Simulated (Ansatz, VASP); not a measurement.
Li: VASP beside Ansatz

```
CELL_PARAMETERS angstrom
3.45000 0.00000 0.00000
0.00000 3.45000 0.00000
0.00000 0.00000 3.45000
ATOMIC_POSITIONS crystal
Li 0.00000 0.00000 0.00000
Li 0.50000 0.50000 0.50000
```

Alike in both runs: task relaxation of cell and atoms; functional LDA; k mesh 20 × 20 × 20; occupations methfessel-paxton of order 1, width 0.1 eV; no spin polarisation.

|  | VASP | Ansatz |
| --- | --- | --- |
| version | VASP 6.6.1 | Ansatz 0.2.0 |
| potentials or method | VASP PAW LDA potentials, release 64 (Li_sv) | scalar-relativistic, plane waves, PAW |
| plane-wave cutoff (eV) | 600 | 420 |
| valence electrons in the cell | 6 | 6 |

|  | VASP | Ansatz | Ansatz less VASP |
| --- | --- | --- | --- |
| gap on the k mesh at the Fermi level, each at its own relaxed structure (eV) | none | none | - |
| relaxed volume (Å³/atom) | 18.72 | 19.00 | +0.283 |
| relaxed cell length with the largest relative difference (Å) | 3.345 | 3.362 | +0.0168 |

LDA's correlation is that of Perdew and Zunger in VASP and of Perdew and Wang (1992) in Ansatz. A gap of «none» marks a metal or a gap that the smearing closes.

Noted on VASP's run: the cutoff is short for stress, so the pressure is rough.
